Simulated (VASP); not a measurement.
Crystal: HfN.

```
Hf N
1.0
     0.00000    2.45482    2.45482
     2.45482    0.00000    2.45482
     2.45482    2.45482    0.00000
Hf N
1 1
Direct
  0.00000 0.00000 0.00000
  0.25000 0.25000 0.25000
```

Base run:

* Program: VASP 6.6.1
* Functional: r2SCAN
* Potentials or basis: VASP PAW PBE potentials, release 64 (Hf_pv, N)
* Cutoff: 520 eV
* k mesh: 9 × 9 × 9
* Occupations: fermi-dirac, width 0.05 eV
* Spin: no spin polarisation

Its results: pressure -3.6 GPa.

Task: After a change of settings the same cell gave: pressure -5.9 GPa. Which change was it?
A. functional from r2SCAN to LDA; potentials or basis from VASP PAW PBE potentials, release 64 (Hf_pv, N) to VASP PAW LDA potentials, release 64 (Hf_pv, N)
B. functional from r2SCAN to PBEsol
C. functional from r2SCAN to PBE; occupations from fermi-dirac, width 0.05 eV to gaussian, width 0.02 eV
D. functional from r2SCAN to PBE; further incar settings from ALGO = Normal; EDIFF = 1e-07; NBANDS = 14 to ALGO = Normal; EDIFF = 1e-06; NBANDS = 14

Result: B.

Caveats: the PAW data sets were made with another functional, which shifts forces and pressure a little.
